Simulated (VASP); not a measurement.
Set up this calculation in VASP 6.6.1, as the native input.

- Task: single point
- Functional: PBE
- Potentials or basis: VASP PAW PBE potentials, release 64 (Al, C)
- Cutoff: 520 eV
- k mesh: 6 × 6 × 6
- Occupations: gaussian, width 0.1 eV
- Spin: no spin polarisation
- Dipole correction: no
- Further INCAR settings: ALGO = Normal; EDIFF = 1e-06; NBANDS = 10

The structure of AlC lies in POSCAR:

```
AlC
1.0
    2.6924951611      0.0000000000      0.0000000000
    0.0000000000      2.6924951611      0.0000000000
    0.0000000000      0.0000000000      2.6924951611
Al C
1 1
Direct
    0.0000000000      0.0000000000      0.0000000000
    0.5000000000      0.5000000000      0.5000000000
```

These files were run (other wordings do the same):

INCAR

```
SYSTEM = AlC
PREC     = Accurate       ! precision mode
ENCUT    = 520            ! plane-wave cutoff, eV
EDIFF    = 1E-6           ! SCF threshold, eV
ISMEAR   = 0              ! smearing method
SIGMA    = 0.1            ! smearing width, eV
LREAL    = .False.        ! projectors in reciprocal space
LASPH    = .True.         ! aspherical terms in the spheres
NELM     = 100            ! most SCF steps
ALGO     = Normal         ! electronic algorithm
ISIF     = 2              ! what is computed and relaxed
LWAVE    = .False.        ! write WAVECAR
LCHARG   = .False.        ! write CHGCAR
GGA      = PE             ! functional
NBANDS   = 10             ! bands
```

KPOINTS

```
Automatic mesh
0
Gamma
  6 6 6
  0 0 0
```

Potentials or basis: VASP PAW PBE potentials, release 64 (Al, C).

Launch:

```bash
$ cat potpaw_PBE.64/Al/POTCAR potpaw_PBE.64/C/POTCAR > POTCAR
$ mpirun -np 1 vasp_std > vasp.out
```

It gave:

| Item | Value |
| --- | --- |
| Pressure | -0.2 GPa |

Caveat: the k points lie up to 0.39 Å⁻¹ apart.

It took 3.6 s on 1 thread of Intel(R) Xeon(R) Platinum 8488C (Sapphire Rapids), on a shared host, peak memory 0.12 GiB.
